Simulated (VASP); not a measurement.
**BN: single point with r2SCAN**

BN:

```
B N
1.0
     2.62610    0.00000    0.00000
    -1.31305    2.27427    0.00000
     0.00000    0.00000    4.34352
B N
2 2
Direct
  0.66667 0.33333 0.00021
  0.33333 0.66667 0.50021
  0.66667 0.33333 0.62479
  0.33333 0.66667 0.12479
```

This cell differs from its parent crystal: volume scaled by 1.10, then relaxed in part.

```json
{"Program": "VASP 6.6.1", "Task": "single point", "Functional": "r2SCAN", "Potentials or basis": "VASP PAW PBE potentials, release 64 (B, N)", "Cutoff": "520 eV", "k mesh": "12 × 12 × 6", "Occupations": "gaussian, width 0.02 eV", "Spin": "no spin polarisation", "Dipole correction": "no", "Further INCAR settings": "ALGO = Normal; EDIFF = 1e-07; NBANDS = 16"}
```

```json
{
  "Pressure": "-30.5 GPa",
  "Band gap on the k mesh": "5.88 eV, indirect (least direct gap 8.48 eV)"
}
```

Levels at points of the mesh, in eV from the valence-band top:
| k point | band 5 | band 6 | band 7 | band 8 | band 9 | band 10 | band 11 | band 12 |
| --- | --- | --- | --- | --- | --- | --- | --- | --- |
| (0.00, 0.00, 0.00) | -2.00 | -0.19 | 0.00 | 0.00 | 8.64 | 8.69 | 8.69 | 9.04 |
| (0.50, 0.00, 0.00) | -6.62 | -4.71 | -4.03 | -2.01 | 6.93 | 8.30 | 10.92 | 11.17 |
| (0.00, 0.00, 0.50) | -1.10 | -1.10 | -1.10 | -1.10 | 9.31 | 9.31 | 10.17 | 10.17 |
| (0.50, 0.00, 0.50) | -3.56 | -3.56 | -3.38 | -3.38 | 6.82 | 6.82 | 10.04 | 10.04 |

Wall time 95 s on 1 thread of Intel(R) Xeon(R) 6975P-C (Granite Rapids) (shared host), peak memory 0.15 GiB.

Caveat: the PAW data sets were made with another functional, which shifts forces and pressure a little. A k mesh can miss the band edges.
